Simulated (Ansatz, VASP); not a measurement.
# One calculation of Ba, two programs

The input INCAR:

```
  ALGO = Normal
  EDIFF = 1E-6
  ENCUT = 520
  GGA = PE
  ISIF = 2
  ISMEAR = -1
  LASPH = T
  LCHARG = F
  LREAL = F
  LWAVE = F
  NBANDS = 11
  NELM = 80
  PREC = Accurate
  SIGMA = 0.08
```

The input KPOINTS:

```
k-points
0
Gamma
  9 9 9
```

Contents of POSCAR:

```
Ba
1.0
    3.2982168109      0.0000000000      0.0000000000
    0.0000000000      3.2982168109      0.0000000000
    0.0000000000      0.0000000000      3.2982168109
Ba
1
Direct
    0.0000000000      0.0000000000      0.0000000000
```

Input for Ansatz:

```yaml
crystal:
  lattice:
    - [3.2982168109, 0.0, 0.0]
    - [0.0, 3.2982168109, 0.0]
    - [0.0, 0.0, 3.2982168109]
  atoms:
    - { symbol: Ba, position: [0.0, 0.0, 0.0] }
kpoints:
  mp_grid: { grid: [9, 9, 9] }
scf:
  occupations: { method: fermi_dirac, width: 0.08 }
hamiltonian:
  xc: pbe
  pseudopotentials: { kind: all_electron, lapw: { basis_error: 0.001 } }
output:
  forces: true
  stress: true
  eigenvalues: true
  populations: true
```

Change from the starting cell: volume scaled by 0.58, LAPW.

Alike in both runs: task single point; functional PBE; k mesh 9 × 9 × 9; occupations fermi-dirac, width 0.08 eV; no spin polarisation.

|  | VASP | Ansatz |
| --- | --- | --- |
| version | VASP 6.6.1 | Ansatz 0.2.0 |
| potentials or method | VASP PAW PBE potentials, release 64 (Ba_sv), cutoff 520 eV | all-electron LAPW, scalar-relativistic |

|  | VASP | Ansatz | Ansatz less VASP |
| --- | --- | --- | --- |
| pressure (GPa) | 10.5 | 8.7 | -1.78 |

Ansatz ran all-electron here, and VASP with PAW potentials.

Neither program's run includes spin-orbit coupling.
